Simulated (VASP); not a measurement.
Crystal: ZnO.

```
CELL_PARAMETERS angstrom
3.22085 0.00000 0.00000
-1.61042 2.78934 0.00000
0.00000 0.00000 6.98488
ATOMIC_POSITIONS crystal
Zn 0.00000 0.00000 0.25000
Zn 0.00000 0.00000 0.75000
O 0.66667 0.33333 0.75000
O 0.33333 0.66667 0.25000
```

Base run:

```yaml
Program: VASP 6.6.1
Functional: LDA
Potentials_or_basis: VASP PAW LDA potentials, release 64 (Zn, O)
Cutoff: 520 eV
k_mesh: 9 × 9 × 4
Occupations: fermi-dirac, width 0.05 eV
Spin: no spin polarisation
```

Its results: band gap on the k mesh 0.76 eV, direct; pressure -1.8 GPa.

Task: The run is repeated on the same cell with these changes: functional from LDA to PBEsol; potentials or basis from VASP PAW LDA potentials, release 64 (Zn, O) to VASP PAW PBE potentials, release 64 (Zn, O). What comes out?

Result: Band gap on the k mesh 0.74 eV, direct; pressure 2.1 GPa.

Caveats: the PAW data sets were made with another functional, which shifts forces and pressure a little (some runs).

A k mesh can miss the band edges.
